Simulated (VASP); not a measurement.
Wanted: the native input for a VASP 6.6.1 run.

| Item | Value |
| --- | --- |
| Task | single point |
| Functional | PBEsol |
| Potentials or basis | VASP PAW PBE potentials, release 64 (Cs_sv, Pb_d, Br) |
| Cutoff | 520 eV |
| k mesh | 6 × 6 × 6 |
| Occupations | gaussian, width 0.05 eV |
| Spin | no spin polarisation |
| Dipole correction | no |
| Further INCAR settings | ALGO = Normal; EDIFF = 1e-06; NBANDS = 30 |

The structure of CsPbBr3 lies in POSCAR:

```
CsPbBr3
1.0
    6.2120294500      1.5530073625      1.5530073625
    1.5530073625      6.2120294500      1.5530073625
    1.5530073625      1.5530073625      6.2120294500
Cs Pb Br
1 1 3
Direct
    0.0000000000      0.0000000000      0.0000000000
    0.5000000000      0.5000000000      0.5000000000
    0.0000000000      0.5000000000      0.5000000000
    0.5000000000      0.0000000000      0.5000000000
    0.5000000000      0.5000000000      0.0000000000
```

This cell differs from its parent crystal: ratio of the length along [111] to the lengths across it x 2.0, volume and fractional coordinates fixed.

One way to write it, as run:

INCAR

```
PREC = Accurate
ENCUT = 520
EDIFF = 1E-6
ISMEAR = 0
SIGMA = 0.05
LREAL = False
LASPH = True
NELM = 100
ALGO = Normal
ISIF = 2
LWAVE = False
LCHARG = False
GGA = PS
NBANDS = 30
```

KPOINTS

```
Automatic mesh
0
Gamma
  6 6 6
```

Potentials or basis: VASP PAW PBE potentials, release 64 (Cs_sv, Pb_d, Br).

Run with:

```console
$ cat potpaw_PBE.64/Cs_sv/POTCAR potpaw_PBE.64/Pb_d/POTCAR potpaw_PBE.64/Br/POTCAR > POTCAR
$ mpirun -np 1 vasp_std > vasp.out
```

It gave:

* Pressure: 1.8 GPa

Caveat: the PAW data sets were made with another functional, which shifts forces and pressure a little.

Run time: 5.3 min on 1 thread of Intel(R) Xeon(R) Platinum 8375C CPU @ 2.90GHz (Ice Lake) (shared host), peak memory 0.46 GiB.
